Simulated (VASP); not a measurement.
# BiTe3 (P4/mmm) in VASP: single point with PBE

Aim: the single point of BiTe3 with PBE.

All numbers are computed with VASP 6.6.1; they aren't measurements. Logs are shortened: lines on timing, memory, paths and dates and some standing lists are left out, and cuts for length are marked.

## 1. The cell of the first run

It takes space group P4/mmm (No. 123, tetragonal). The conventional cell has a = 4.805 Å, b = 4.805 Å, c = 4.830 Å, α = 90.00°, β = 90.00°, γ = 90.00°. Within 4.5 Å of Bi (site symmetry 4/mmm) lie 12 Te at 3.40 to 3.41 Å. Te (site symmetry mmm) has 8 Te at 3.40 to 3.41 Å and 4 Bi at 3.41 Å within 4.5 Å. Within 4.5 Å of Te (site symmetry 4/mmm) lie 4 Bi at 3.40 Å and 8 Te at 3.41 Å.

## 2. Single point, PBE

INCAR reads:

```
ALGO = Normal
EDIFF = 1E-7
ENCUT = 520
GGA = PE
ISIF = 2
ISMEAR = 0
LASPH = T
LCHARG = F
LREAL = F
LWAVE = F
NBANDS = 24
NELM = 60
PREC = Accurate
SIGMA = 0.1
```

KPOINTS reads:

```
k-points
0
Gamma
  4 4 4
```

POSCAR reads:

```
BiTe3
1.0
    4.8046364900      0.0000000000      0.0000000000
    0.0000000000      4.8046364900      0.0000000000
    0.0000000000      0.0000000000      4.8303482900
Bi Te
1 3
Direct
    0.0000000000      0.0000000000      0.0000000000
    0.0000000000      0.5000000000      0.5000000000
    0.5000000000      0.0000000000      0.5000000000
    0.5000000000      0.5000000000      0.0000000000
```

Potentials or basis: VASP PAW PBE potentials, release 64 (Bi_d, Te).

Started as:

```bash
$ cat potpaw_PBE.64/Bi_d/POTCAR potpaw_PBE.64/Te/POTCAR > POTCAR
$ mpirun -np 1 vasp_std > vasp.out
```

OUTCAR:

```text
EDIFF = 1E-7
   ENCUT = 520
   GGA = PE
   ISIF = 2
   ISMEAR = 0
   LASPH = T
   LREAL = F
   NELM = 60
   PREC = Accurate

 ion  position               nearest neighbor table
   1  0.000  0.000  0.000-   4 3.40   4 3.40   4 3.40   4 3.40   3 3.41   2 3.41   3 3.41   2 3.41
                             3 3.41   2 3.41   3 3.41   2 3.41
   2  0.000  0.500  0.500-   3 3.40   3 3.40   3 3.40   3 3.40   4 3.41   1 3.41   1 3.41   1 3.41
                             4 3.41   4 3.41   4 3.41   1 3.41
   3  0.500  0.000  0.500-   2 3.40   2 3.40   2 3.40   2 3.40   4 3.41   1 3.41   4 3.41   4 3.41
                             1 3.41   4 3.41   1 3.41   1 3.41
   4  0.500  0.500  0.000-   1 3.40   1 3.40   1 3.40   1 3.40   3 3.41   2 3.41   3 3.41   3 3.41
                             3 3.41   2 3.41   2 3.41   2 3.41

  LATTYP: Found a simple tetragonal cell.
 ALAT       =     4.8046364900
 C/A-ratio  =     1.0053514558

  Lattice vectors:

 A1 = (   4.8046364900,   0.0000000000,   0.0000000000)
 A2 = (   0.0000000000,   4.8046364900,   0.0000000000)
 A3 = (   0.0000000000,   0.0000000000,   4.8303482900)

Analysis of symmetry for initial positions (statically):
=====================================================================
 Subroutine PRICEL returns:
 Original cell was already a primitive cell.

 Routine SETGRP: Setting up the symmetry group for a
 simple tetragonal supercell.

 Subroutine GETGRP returns: Found 16 space group operations
 (whereof 16 operations were pure point group operations)
 out of a pool of 16 trial point group operations.

The static configuration has the point symmetry D_4h.

Analysis of symmetry for dynamics (positions and initial velocities):
=====================================================================
 Subroutine PRICEL returns:
 Original cell was already a primitive cell.

 Routine SETGRP: Setting up the symmetry group for a
 simple tetragonal supercell.

 Subroutine GETGRP returns: Found 16 space group operations
 (whereof 16 operations were pure point group operations)
 out of a pool of 16 trial point group operations.

The dynamic configuration has the point symmetry D_4h.

 Subroutine INISYM returns: Found 16 space group operations
 (whereof 16 operations are pure point group operations),
 and found     1 'primitive' translations

[... 90 lines left out ...]
   NELM   =     60;   NELMIN=  2; NELMDL= -5     # of ELM steps
   EDIFF  = 0.1E-06   stopping-criterion for ELM
   LREAL  =      F    real-space projection
   EDIFFG = 0.1E-05   stopping-criterion for IOM
   NSW    =      0    number of steps for IOM
   IBRION =     -1    ionic relax: 0-MD 1-quasi-New 2-CG
   NFREE  =      0    steps in history (QN), initial steepest desc. (CG)
   ISIF   =      2    stress and relaxation
   ISYM   =      2    0-nonsym 1-usesym 2-fastsym
   POTIM  = 0.5000    time-step for ionic-motion
   TEBEG  =    0.0;   TEEND  =   0.0 temperature during run
   PSTRESS=    0.0 pullay stress
   NELECT =      33.0000    total number of electrons
   NUPDOWN=      -1.0000    fix difference up-down
   EMIN   =  10.00;   EMAX   =-10.00  energy-range for DOS
   EFERMI =   0.00;   METHOD = LEGACY
   ISMEAR =     0;   SIGMA  =   0.10  broadening in eV -4-tet -1-fermi 0-gaus
   EFERMI_NEDOS =   21; number of points for ismear=-14 and -15
   IALGO  =     38    algorithm
   IMIX   =      4    mixing-type and parameters
     AMIX     =   0.40;   BMIX     =  1.00
     AMIX_MAG =   1.60;   BMIX_MAG =  1.00
  volume/ion in A,a.u.               =      27.88       188.12
  Fermi-wavevector in a.u.,A,eV,Ry     =   1.090970  2.061635 16.193878  1.190216
  Thomas-Fermi vector in A             =   2.227206
   LORBIT       =      0    0 simple, 1 ext, 2 COOP (PROOUT), +10 PAW based schemes
   GGA     = PE    functional components
   LHFCALC =     F    Hartree Fock is set to
   AEXX    =    0.0000 exact exchange contribution
   IVDW    =     0    specifies the selected vdW correction
   LEPSILON=     F    determine dielectric tensor
   LRPA    =     F    only Hartree local field effects (RPA)
 non-spin polarized calculation
 Gauss-broadening in eV      SIGMA  =   0.10
  energy-cutoff  :      520.00
  volume of cell :      111.51
 maximum number of plane-waves:      3016
 NGX is ok and might be reduce to    36
   NGX = 17   NGY = 17   NGZ = 17

 number of electron      33.0000016 magnetization

 Free energy of the ion-electron system (eV)
  ---------------------------------------------------
  ext. energy  EPLUGINS =         0.00000000
  ---------------------------------------------------
  free energy    TOTEN  =       -11.91566185 eV

  energy without entropy =      -11.88780582  energy(sigma->0) =      -11.90173384

 E-fermi :   8.4704     XC(G=0): -10.3392

 val. band max:        8.4306827692   @ k =   0.5000   0.2500   0.5000
 cond. band min:       8.4733172310   @ k =   0.5000   0.5000   0.2500
 fundamental gap:      0.0426344618
 Fermi energy:         8.4704259699

 k-point     1 :       0.0000    0.0000    0.0000
  band No.  band energies     occupation
      1     -14.7695      2.00000
      2     -14.7673      2.00000
      3     -14.7658      2.00000
      4     -14.7658      2.00000
      5     -14.7642      2.00000
      6      -5.6559      2.00000
[... 475 lines left out ...]
     23      15.6369      0.00000
     24      15.6494      0.00000

------------------------ aborting loop because EDIFF is reached ----------------------------------------

  FORCE on cell =-STRESS in cart. coord.  units (eV):
  Direction    XX          YY          ZZ          XY          YZ          ZX
  --------------------------------------------------------------------------------------
  -------------------------------------------------------------------------------------
  Total        2.1151337      2.1151337      2.4982380      0.0000000     -0.0000000     -0.0000000
  in kB       30.3912724     30.3912724     35.8959025      0.0000000     -0.0000000     -0.0000000
  external PRESSURE =      32.2261491 kB  Pullay stress =       0.0000000 kB

 VOLUME and BASIS-vectors are now :
 -----------------------------------------------------------------------------
  energy-cutoff  :      520.00
  volume of cell :      111.51
      direct lattice vectors                 reciprocal lattice vectors
     4.804636490  0.000000000  0.000000000     0.208132291  0.000000000  0.000000000
     0.000000000  4.804636490  0.000000000     0.000000000  0.208132291  0.000000000
     0.000000000  0.000000000  4.830348290     0.000000000  0.000000000  0.207024409

 POSITION                                       TOTAL-FORCE (eV/Angst)
 -----------------------------------------------------------------------------------
      0.00000      0.00000      0.00000         0.000000      0.000000      0.000000
      0.00000      2.40232      2.41517         0.000000      0.000000      0.000000
      2.40232      0.00000      2.41517         0.000000      0.000000      0.000000
      2.40232      2.40232      0.00000         0.000000      0.000000      0.000000
 -----------------------------------------------------------------------------------
    total drift:                               -0.000000     -0.000000      0.000000

  FREE ENERGIE OF THE ION-ELECTRON SYSTEM (eV)
  ---------------------------------------------------
  free  energy   TOTEN  =       -11.9156618487 eV

  energy  without entropy=      -11.8878058213  energy(sigma->0) =      -11.90173384
```

Wall time 32 s (1 thread of Intel Xeon Platinum 8488C (Sapphire Rapids), shared host); peak memory 0.22 GiB.

What came out:

```yaml
Free_energy: -11.9157 eV
Pressure: 3.2 GPa
```

Caveat: spin-orbit coupling is left out, which moves the levels of the heavy elements.
